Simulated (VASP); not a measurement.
# Pd (I4/mmm) in VASP: a series of runs

The runs below take Pd through single point, with PBE.

Program: VASP 6.6.1. These are calculated values, not measurements. Logs are shortened: lines on timing, memory, paths and dates and some standing lists are left out, and cuts for length are marked.

### Step 1. The cell of the first run

The structure is tetragonal, space group I4/mmm (No. 139). The conventional cell has a = 2.613 Å, b = 2.613 Å, c = 3.793 Å, α = 90.00°, β = 90.00°, γ = 90.00°. Pd (site symmetry 4/mmm) has 12 Pd at 2.61 to 2.65 Å within 3.4 Å.

### Step 2. Single point, PBE (strain -0.050 along x and y, -0.025 along z)

The input, INCAR:

```
SYSTEM = Pd
PREC     = Accurate       ! precision mode
ENCUT    = 520            ! plane-wave cutoff, eV
EDIFF    = 1E-7           ! SCF threshold, eV
ISMEAR   = 0              ! smearing method
SIGMA    = 0.15           ! smearing width, eV
LREAL    = .False.        ! projectors in reciprocal space
LASPH    = .True.         ! aspherical terms in the spheres
NELM     = 60             ! most SCF steps
ALGO     = Normal         ! electronic algorithm
ISIF     = 2              ! what is computed and relaxed
LWAVE    = .False.        ! write WAVECAR
LCHARG   = .False.        ! write CHGCAR
GGA      = PE             ! functional
NBANDS   = 11             ! bands
```

The input, KPOINTS:

```
Automatic mesh
0
Gamma
  20 20 20
  0 0 0
```

The input, POSCAR:

```
Pd
1.0
    0.0000000000      1.8476550000      1.8962775000
    1.8476550000      0.0000000000      1.8962775000
    1.8476550000      1.8476550000      0.0000000000
Pd
1
Direct
    0.0000000000      0.0000000000      0.0000000000
```

Potentials or basis: VASP PAW PBE potentials, release 64 (Pd).

Launch:

```bash
cat potpaw_PBE.64/Pd/POTCAR > POTCAR
mpirun -np 1 vasp_std > vasp.out
```

OUTCAR:

```text
SYSTEM = Pd
   PREC = Accurate
   ENCUT = 520
   EDIFF = 1E-7
   ISMEAR = 0
   LREAL = .False.
   LASPH = .True.
   NELM = 60
   ISIF = 2
   GGA = PE

 ion  position               nearest neighbor table
   1  0.000  0.000  0.000-

  LATTYP: Found a body centered tetragonal cell.
 ALAT       =     2.6129787596
 C/A-ratio  =     1.4514297088

  Lattice vectors:

 A1 = (  -1.8476550000,   0.0000000000,   1.8962775000)
 A2 = (   1.8476550000,   0.0000000000,   1.8962775000)
 A3 = (   0.0000000000,   1.8476550000,  -1.8962775000)

Analysis of symmetry for initial positions (statically):
=====================================================================
 Subroutine PRICEL returns:
 Original cell was already a primitive cell.

 Routine SETGRP: Setting up the symmetry group for a
 body centered tetragonal supercell.

 Subroutine GETGRP returns: Found 16 space group operations
 (whereof 16 operations were pure point group operations)
 out of a pool of 16 trial point group operations.

The static configuration has the point symmetry D_4h.

Analysis of symmetry for dynamics (positions and initial velocities):
=====================================================================
 Subroutine PRICEL returns:
 Original cell was already a primitive cell.

 Routine SETGRP: Setting up the symmetry group for a
 body centered tetragonal supercell.

 Subroutine GETGRP returns: Found 16 space group operations
 (whereof 16 operations were pure point group operations)
 out of a pool of 16 trial point group operations.

The dynamic configuration has the point symmetry D_4h.

 Subroutine INISYM returns: Found 16 space group operations
 (whereof 16 operations are pure point group operations),
 and found     1 'primitive' translations

----------------------------------------------------------------------------------------

                                     Primitive cell

  volume of cell :      12.9471

  direct lattice vectors                    reciprocal lattice vectors
     0.000000000  1.847655000  1.896277500    -0.270613291  0.270613291  0.263674489
     1.847655000  0.000000000  1.896277500     0.270613291 -0.270613291  0.263674489
     1.847655000  1.847655000  0.000000000     0.270613291  0.270613291 -0.263674489

  length of vectors
     2.647583305  2.647583305  2.612978760     0.464744384  0.464744384  0.464744384

  position of ions in fractional coordinates (direct lattice)
     0.000000000  0.000000000  0.000000000

  ion indices of the primitive-cell ions
   primitive index   ion index
                 1           1

----------------------------------------------------------------------------------------

 KPOINTS: Automatic mesh

Automatic generation of k-mesh.
 Grid dimensions read from file:
 generate k-points for:   20   20   20

 Generating k-lattice:

  Cartesian coordinates                     Fractional coordinates (reciprocal lattice)
    -0.013530665  0.013530665  0.013183724     0.050000000  0.000000000  0.000000000
     0.013530665 -0.013530665  0.013183724     0.000000000  0.050000000  0.000000000
     0.013530665  0.013530665 -0.013183724     0.000000000  0.000000000  0.050000000

  Length of vectors
     0.023237219  0.023237219  0.023237219

  Shift w.r.t. Gamma in fractional coordinates (k-lattice)
     0.000000000  0.000000000  0.000000000

 Subroutine IBZKPT returns following result:
 ===========================================

 Found    641 irreducible k-points:

 Following reciprocal coordinates:
            Coordinates               Weight
  0.000000  0.000000  0.000000      1.000000
  0.050000 -0.000000  0.000000      8.000000
  0.100000 -0.000000  0.000000      8.000000
  0.150000 -0.000000  0.000000      8.000000
  0.200000 -0.000000  0.000000      8.000000
  0.250000 -0.000000  0.000000      8.000000
[... 16 lines left out ...]
 -0.400000  0.050000  0.000000      8.000000
 -0.350000  0.050000  0.000000      8.000000
 [... further k-points ...]
   k-points           NKPTS =    641   k-points in BZ     NKDIM =    641   number of bands    NBANDS=     11
   number of dos      NEDOS =    301   number of ions     NIONS =      1
   total plane-waves  NPLWV =   8000
   dimension x,y,z NGX =    20 NGY =   20 NGZ =   20
   dimension x,y,z NGXF=    40 NGYF=   40 NGZF=   40
   ions per type =               1
   NGX,Y,Z   is equivalent  to a cutoff of  12.56, 12.56, 12.72 a.u.
   NGXF,Y,Z  is equivalent  to a cutoff of  25.12, 25.12, 25.45 a.u.
 SYSTEM =  Pd
   PREC   = accura    normal or accurate (medium, high low for compatibility)
   ISTART =      0    job   : 0-new  1-cont  2-samecut
   ICHARG =      2    charge: 1-file 2-atom 10-const
   ISPIN  =      1    spin polarized calculation?
   LNONCOLLINEAR =      F non collinear calculations
   LSORBIT =      F    spin-orbit coupling
   LASPH  =      T    aspherical Exc in radial PAW
   ENCUT  =  520.0 eV  38.22 Ry    6.18 a.u.   4.92  4.92  4.86*2*pi/ulx,y,z
   NELM   =     60;   NELMIN=  2; NELMDL= -5     # of ELM steps
   EDIFF  = 0.1E-06   stopping-criterion for ELM
   LREAL  =      F    real-space projection
   EDIFFG = 0.1E-05   stopping-criterion for IOM
   NSW    =      0    number of steps for IOM
   IBRION =     -1    ionic relax: 0-MD 1-quasi-New 2-CG
   NFREE  =      0    steps in history (QN), initial steepest desc. (CG)
   ISIF   =      2    stress and relaxation
   ISYM   =      2    0-nonsym 1-usesym 2-fastsym
   POTIM  = 0.5000    time-step for ionic-motion
   TEBEG  =    0.0;   TEEND  =   0.0 temperature during run
   PSTRESS=    0.0 pullay stress
   NELECT =      10.0000    total number of electrons
   NUPDOWN=      -1.0000    fix difference up-down
   EMIN   =  10.00;   EMAX   =-10.00  energy-range for DOS
   EFERMI =   0.00;   METHOD = LEGACY
   ISMEAR =     0;   SIGMA  =   0.15  broadening in eV -4-tet -1-fermi 0-gaus
   EFERMI_NEDOS =   21; number of points for ismear=-14 and -15
   IALGO  =     38    algorithm
   IMIX   =      4    mixing-type and parameters
     AMIX     =   0.40;   BMIX     =  1.00
     AMIX_MAG =   1.60;   BMIX_MAG =  1.00
  volume/ion in A,a.u.               =      12.95        87.37
  Fermi-wavevector in a.u.,A,eV,Ry     =   1.502047  2.838458 30.696732  2.256146
  Thomas-Fermi vector in A             =   2.613339
   LORBIT       =      0    0 simple, 1 ext, 2 COOP (PROOUT), +10 PAW based schemes
   GGA     = PE    functional components
   LHFCALC =     F    Hartree Fock is set to
   AEXX    =    0.0000 exact exchange contribution
   IVDW    =     0    specifies the selected vdW correction
   LEPSILON=     F    determine dielectric tensor
   LRPA    =     F    only Hartree local field effects (RPA)
 non-spin polarized calculation
 Gauss-broadening in eV      SIGMA  =   0.15
  energy-cutoff  :      520.00
  volume of cell :       12.95
 maximum number of plane-waves:       362
   NGX =  9   NGY =  9   NGZ =  9

 number of electron      10.0000000 magnetization

 number of electron       9.9999998 magnetization

 Free energy of the ion-electron system (eV)
  ---------------------------------------------------
  ext. energy  EPLUGINS =         0.00000000
  ---------------------------------------------------
  free energy    TOTEN  =        -4.95382097 eV

  energy without entropy =       -4.93145235  energy(sigma->0) =       -4.94263666

 E-fermi :  12.1537     XC(G=0): -14.0173

 val. band max:       12.1521410526   @ k =  -0.3500   0.4000   0.2000
 cond. band min:      12.1540947160   @ k =   0.4500  -0.0000   0.1000
 fundamental gap:      0.0019536633
 Fermi energy:        12.1537380379

 k-point     1 :       0.0000    0.0000    0.0000
  band No.  band energies     occupation
      1       3.9595      2.00000
      2       8.4635      2.00000
      3       8.7577      2.00000
      4       8.7577      2.00000
      5      10.4842      2.00000
      6      10.8046      2.00000
      7      29.3299      0.00000
      8      34.3433      0.00000
      9      35.1242      0.00000
     10      35.1242      0.00000
     11      37.8065      0.00000

 k-point     2 :       0.0500   -0.0000    0.0000
  band No.  band energies     occupation
      1       4.0623      2.00000
      2       8.4744      2.00000
      3       8.7435      2.00000
      4       8.7963      2.00000
      5      10.4672      2.00000
      6      10.7804      2.00000
      7      29.4662      0.00000
      8      34.0717      0.00000
      9      34.8942      0.00000
     10      35.2648      0.00000
     11      37.8197      0.00000

 k-point     3 :       0.1000   -0.0000    0.0000
  band No.  band energies     occupation
      1       4.3601      2.00000
      2       8.4515      2.00000
      3       8.7608      2.00000
      4       8.9015      2.00000
      5      10.4317      2.00000
      6      10.7212      2.00000
      7      29.8306      0.00000
      8      32.8350      0.00000
      9      35.1648      0.00000
     10      35.6729      0.00000
     11      37.8306      0.00000

 k-point     4 :       0.1500   -0.0000    0.0000
  band No.  band energies     occupation
      1       4.8147      2.00000
      2       8.3696      2.00000
      3       8.8466      2.00000
      4       9.0368      2.00000
      5      10.4267      2.00000
      6      10.6694      2.00000
      7      30.2325      0.00000
      8      31.3429      0.00000
      9      35.7791      0.00000
     10      36.3057      0.00000
     11      37.8301      0.00000
[... 239 lines left out ...]
 k-point    22 :      -0.4500    0.0500    0.0000
  band No.  band energies     occupation
      1       5.8325      2.00000
      2       8.4110      2.00000
      3       8.7897      2.00000
      4      11.4931      2.00000
      5      11.9813      1.89597
      6      13.5090      0.00000
      7      20.8446      0.00000
      8      28.8273      0.00000
      9      33.8458      0.00000
     10      34.9128      0.00000
     11      37.8341      0.00000

 k-point    23 :      -0.4000    0.0500    0.0000
  band No.  band energies     occupation
      1       5.8888      2.00000
      2       8.4832      2.00000
      3       8.8394      2.00000
      4      11.0967      2.00000
      5      11.7415      1.99990
      6      12.9229      0.00000
      7      21.9625      0.00000
      8      29.0698      0.00000
      9      34.0876      0.00000
     10      35.6466      0.00000
     11      37.8331      0.00000

 k-point    24 :      -0.3500    0.0500    0.0000
  band No.  band energies     occupation
      1       5.9710      2.00000
      2       8.5920      2.00000
      3       8.9348      2.00000
      4      10.3335      2.00000
      5      11.4053      2.00000
      6      12.2782      0.24054
      7      23.5809      0.00000
      8      29.5062      0.00000
      9      34.6721      0.00000
     10      36.7436      0.00000
     11      37.8309      0.00000

 [... further k-points ...]
[... 5 lines left out ...]
  --------------------------------------------------------------------------------------
  -------------------------------------------------------------------------------------
  Total        3.6649897      3.6649897      3.4318629      0.0000000      0.0000000     -0.0000000
  in kB      453.5338289    453.5338289    424.6849423      0.0000000      0.0000000     -0.0000000
  external PRESSURE =     443.9175334 kB  Pullay stress =       0.0000000 kB

 VOLUME and BASIS-vectors are now :
 -----------------------------------------------------------------------------
  energy-cutoff  :      520.00
  volume of cell :       12.95
      direct lattice vectors                 reciprocal lattice vectors
     0.000000000  1.847655000  1.896277500    -0.270613291  0.270613291  0.263674489
     1.847655000  0.000000000  1.896277500     0.270613291 -0.270613291  0.263674489
     1.847655000  1.847655000  0.000000000     0.270613291  0.270613291 -0.263674489

 POSITION                                       TOTAL-FORCE (eV/Angst)
 -----------------------------------------------------------------------------------
      0.00000      0.00000      0.00000         0.000000      0.000000      0.000000
 -----------------------------------------------------------------------------------
    total drift:                                0.000000     -0.000000      0.000000

  FREE ENERGIE OF THE ION-ELECTRON SYSTEM (eV)
  ---------------------------------------------------
  free  energy   TOTEN  =        -4.9538209733 eV

  energy  without entropy=       -4.9314523490  energy(sigma->0) =       -4.94263666
```

Wall time 30 s (1 thread of Intel Xeon 6975P-C (Granite Rapids), shared host); peak memory 0.2 GiB.

Results:

```yaml
Free_energy: -4.9538 eV
Pressure: 44.4 GPa
Band_gap_on_the_k_mesh: zero (band 5 reaches 12.66 eV, above the bottom of band 6 at 10.56 eV)
```

Stress tensor (GPa, compression positive):
```
45.35  0.00  0.00
 0.00 45.35  0.00
 0.00  0.00 42.47
```

Caveat: the cell differs from its parent crystal (strain -0.050 along x and y, -0.025 along z).

### Step 3. Single point, PBE (strain -0.050 along x and y, +0.000 along z)

The input, INCAR:

```
SYSTEM = Pd
PREC = Accurate
ENCUT = 520
EDIFF = 1E-6
ISMEAR = 0
SIGMA = 0.15
LREAL = .False.
LASPH = .True.
NELM = 100
ALGO = Fast
ISIF = 2
LWAVE = .False.
LCHARG = .True.
GGA = PE
LELF = .True.
LVHAR = .True.
NBANDS = 11
```

KPOINTS is that of step 2.

The input, POSCAR:

```
Pd
1.0
    0.0000000000      1.8476550000      1.9449000000
    1.8476550000      0.0000000000      1.9449000000
    1.8476550000      1.8476550000      0.0000000000
Pd
1
Direct
    0.0000000000      0.0000000000      0.0000000000
```

Potentials or basis: VASP PAW PBE potentials, release 64 (Pd).

Launch:

```bash
cat potpaw_PBE.64/Pd/POTCAR > POTCAR
mpirun -np 1 vasp_std > vasp.out
```

It took 36 s on 1 thread of Intel Xeon 6975P-C (Granite Rapids), shared host; peak memory 0.2 GiB.

It converged, with:

* Free energy: -5.0306 eV
* Pressure: 35.4 GPa
* Band gap on the k mesh: zero (band 5 reaches 12.25 eV, above the bottom of band 6 at 10.14 eV)

Stress tensor (GPa, compression positive):
```
37.22  0.00  0.00
 0.00 37.22  0.00
 0.00  0.00 31.76
```

Levels at points of the mesh, in eV from the Fermi level:
| k point | band 3 | band 4 | band 5 | band 6 | band 7 | band 8 |
| --- | --- | --- | --- | --- | --- | --- |
| (0.00, 0.00, 0.00) | -3.15 | -3.15 | -1.76 | -1.15 | 17.24 | 21.62 |
| (0.50, 0.00, 0.00) | -3.15 | -0.13 | 0.11 | 0.80 | 8.25 | 16.51 |
| (0.50, 0.50, 0.00) | -0.02 | 0.35 | 0.35 | 2.66 | 10.98 | 14.47 |
| (0.50, 0.00, 0.50) | -0.07 | 0.15 | 0.59 | 3.74 | 12.43 | 13.27 |

Caveat: the cell differs from its parent crystal (strain -0.050 along x and y, +0.000 along z).

### Step 4. Single point, PBE (strain -0.025 along x and y, -0.050 along z)

The input, INCAR:

```
ALGO = Normal
EDIFF = 1E-6
ENCUT = 520
GGA = PE
ISIF = 2
ISMEAR = 0
LASPH = True
LCHARG = True
LELF = True
LREAL = False
LVHAR = True
LWAVE = False
NBANDS = 11
NELM = 100
PREC = Accurate
SIGMA = 0.15
```

The input, KPOINTS:

```
k-points
0
Gamma
  20 20 20
```

The input, POSCAR:

```
Pd
1.0
    0.0000000000      1.8962775000      1.8476550000
    1.8962775000      0.0000000000      1.8476550000
    1.8962775000      1.8962775000      0.0000000000
Pd
1
Direct
    0.0000000000      0.0000000000      0.0000000000
```

Launch:

```bash
cat potpaw_PBE.64/Pd/POTCAR > POTCAR
mpirun -np 1 vasp_std > vasp.out
```

It took 29 s on 1 thread of Intel Xeon 6975P-C (Granite Rapids), shared host; peak memory 0.2 GiB.

The run converged. Its results:

```
Free energy            : -5.0384 eV
Pressure               : 34.9 GPa
Band gap on the k mesh : zero (band 5 reaches 12.11 eV, above the bottom of band 6 at 10.15 eV)
```

Stress tensor (GPa, compression positive):
```
34.28  0.00  0.00
 0.00 34.28  0.00
 0.00  0.00 36.29
```

Levels at points of the mesh, in eV from the Fermi level:
```tsv
k point	band 3	band 4	band 5	band 6	band 7	band 8
(0.00, 0.00, 0.00)	-3.44	-3.17	-1.60	-1.30	17.20	22.32
(0.50, 0.00, 0.00)	-3.28	-0.08	0.05	0.80	8.23	16.56
(0.50, 0.50, 0.00)	-0.05	0.37	0.37	3.74	12.43	13.46
(0.50, 0.00, 0.50)	-0.05	0.26	0.46	3.18	11.68	13.85
```

Caveat: the cell differs from its parent crystal (strain -0.025 along x and y, -0.050 along z).

(Part 1 of 2 ends here.)
